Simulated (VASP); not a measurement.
Input of a VASP 6.6.1 run:

File INCAR:

```
ALGO     = Normal         # electronic algorithm
EDIFF    = 1E-7           # SCF threshold, eV
ENCUT    = 520            # plane-wave cutoff, eV
ISIF     = 2              # what is computed and relaxed
ISMEAR   = -1             # smearing method
LASPH    = True           # aspherical terms in the spheres
LCHARG   = False          # write CHGCAR
LREAL    = False          # projectors in reciprocal space
LWAVE    = False          # write WAVECAR
NBANDS   = 11             # bands
NELM     = 100            # most SCF steps
PREC     = Accurate       # precision mode
SIGMA    = 0.08           # smearing width, eV
```

The input KPOINTS:

```
k-points
0
Gamma
  11 11 11
```

The input POSCAR:

```
Si
1.0
    0.0000000000      2.7969341000      2.7154700000
    2.7969341000      0.0000000000      2.7154700000
    2.7969341000      2.7969341000      0.0000000000
Si
2
Direct
    0.5000000000      0.5000000000      0.5000000000
    0.7500000000      0.7500000000      0.7500000000
```

Potentials or basis: VASP PAW LDA potentials, release 64 (Si).

Command:

```sh
$ cat potpaw_LDA.64/Si/POTCAR > POTCAR
$ mpirun -np 1 vasp_std > vasp.out
```

(1) Predict the band gap on the k mesh.

(2) What does it give for the pressure?

## Answers

(1) 0.30 eV (least direct gap 2.21 eV).

(2) -6.2 GPa.

Caveat: the cell differs from its parent crystal (equal xx and yy strain of +3 %); the cell stands under tension; an odd mesh through Γ misses points on the zone boundary, where band edges can lie.
